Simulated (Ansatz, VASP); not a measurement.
# One calculation of Pt, two programs

File INCAR:

```
PREC = Accurate
ENCUT = 520
EDIFF = 1E-6
ISMEAR = 0
SIGMA = 0.1
LREAL = Auto
LASPH = T
NELM = 100
ALGO = Fast
ISIF = 2
LWAVE = F
LCHARG = T
GGA = CA
LELF = T
LVHAR = T
NBANDS = 154
```

Contents of KPOINTS:

```
regular mesh
0
Gamma
  4 4 4
```

The input POSCAR:

```
Pt
1.0
   -5.8406277551      5.8406277551      0.0000000000
   -5.8406277551      0.0000000000      5.8406277551
    0.0000000000      5.8406277551      5.8406277551
Pt
27
Direct
    0.0000000000      0.0000000000      0.0000000000
    0.3333333333      0.0000000000      0.0000000000
    0.0000000000      0.3333333333      0.0000000000
    0.0000000000      0.0000000000      0.3333333333
    0.6666666667      0.0000000000      0.0000000000
    0.3333333333      0.3333333333      0.0000000000
    0.3333333333      0.0000000000      0.3333333333
    0.0000000000      0.6666666667      0.0000000000
    0.0000000000      0.3333333333      0.3333333333
    0.0000000000      0.0000000000      0.6666666667
    0.6666666667      0.3333333333      0.0000000000
    0.6666666667      0.0000000000      0.3333333333
    0.3333333333      0.6666666667      0.0000000000
    0.3333333333      0.3333333333      0.3333333333
    0.3333333333      0.0000000000      0.6666666667
    0.0000000000      0.6666666667      0.3333333333
    0.0000000000      0.3333333333      0.6666666667
    0.6666666667      0.6666666667      0.0000000000
    0.6666666667      0.3333333333      0.3333333333
    0.6666666667      0.0000000000      0.6666666667
    0.3333333333      0.6666666667      0.3333333333
    0.3333333333      0.3333333333      0.6666666667
    0.0000000000      0.6666666667      0.6666666667
    0.6666666667      0.6666666667      0.3333333333
    0.6666666667      0.3333333333      0.6666666667
    0.3333333333      0.6666666667      0.6666666667
    0.6666666667      0.6666666667      0.6666666667
```

Input for Ansatz:

```yaml
crystal:
  lattice:
    - [-5.8406277551, 5.8406277551, 0.0]
    - [-5.8406277551, 0.0, 5.8406277551]
    - [0.0, 5.8406277551, 5.8406277551]
  atoms:
    - { symbol: Pt, position: [0.0, 0.0, 0.0] }
    - { symbol: Pt, position: [0.3333333333, 0.0, 0.0] }
    - { symbol: Pt, position: [0.0, 0.3333333333, 0.0] }
    - { symbol: Pt, position: [0.0, 0.0, 0.3333333333] }
    - { symbol: Pt, position: [0.6666666667, 0.0, 0.0] }
    - { symbol: Pt, position: [0.3333333333, 0.3333333333, 0.0] }
    - { symbol: Pt, position: [0.3333333333, 0.0, 0.3333333333] }
    - { symbol: Pt, position: [0.0, 0.6666666667, 0.0] }
    - { symbol: Pt, position: [0.0, 0.3333333333, 0.3333333333] }
    - { symbol: Pt, position: [0.0, 0.0, 0.6666666667] }
    - { symbol: Pt, position: [0.6666666667, 0.3333333333, 0.0] }
    - { symbol: Pt, position: [0.6666666667, 0.0, 0.3333333333] }
    - { symbol: Pt, position: [0.3333333333, 0.6666666667, 0.0] }
    - { symbol: Pt, position: [0.3333333333, 0.3333333333, 0.3333333333] }
    - { symbol: Pt, position: [0.3333333333, 0.0, 0.6666666667] }
    - { symbol: Pt, position: [0.0, 0.6666666667, 0.3333333333] }
    - { symbol: Pt, position: [0.0, 0.3333333333, 0.6666666667] }
    - { symbol: Pt, position: [0.6666666667, 0.6666666667, 0.0] }
    - { symbol: Pt, position: [0.6666666667, 0.3333333333, 0.3333333333] }
    - { symbol: Pt, position: [0.6666666667, 0.0, 0.6666666667] }
    - { symbol: Pt, position: [0.3333333333, 0.6666666667, 0.3333333333] }
    - { symbol: Pt, position: [0.3333333333, 0.3333333333, 0.6666666667] }
    - { symbol: Pt, position: [0.0, 0.6666666667, 0.6666666667] }
    - { symbol: Pt, position: [0.6666666667, 0.6666666667, 0.3333333333] }
    - { symbol: Pt, position: [0.6666666667, 0.3333333333, 0.6666666667] }
    - { symbol: Pt, position: [0.3333333333, 0.6666666667, 0.6666666667] }
    - { symbol: Pt, position: [0.6666666667, 0.6666666667, 0.6666666667] }
basis:
  ecutwfc: 420
  xc_grid: 2
kpoints:
  mp_grid: { grid: [4, 4, 4], shift: [0.0, 0.0, 0.0] }
hamiltonian:
  xc: lda
scf:
  occupations: { method: gaussian, width: 0.1 }
output:
  forces: true
  stress: true
  eigenvalues: true
```

Alike in both runs: task single point; functional LDA; k mesh 4 × 4 × 4; occupations gaussian, width 0.1 eV; no spin polarisation.

```csv
,VASP,Ansatz
version,VASP 6.6.1,Ansatz 0.2.0
potentials or method,"VASP PAW LDA potentials, release 64 (Pt), cutoff 520 eV","scalar-relativistic, plane waves, PAW"
valence electrons in the cell,270,486
```

VASP gave:

```
gap on the k mesh at the Fermi level (eV) : none
pressure (GPa)                            : 0.9
```

Task: What did Ansatz give for the same quantities?

Result: gap on the k mesh at the Fermi level (eV): none; pressure (GPa): 0.2.

LDA's correlation is that of Perdew and Zunger in VASP and of Perdew and Wang (1992) in Ansatz. A gap of «none» marks a metal or a gap that the smearing closes. VASP's potentials hold 270 valence electrons a cell and Ansatz's 486, so a difference there can come from the potentials and not from the codes.

Neither program's run includes spin-orbit coupling.
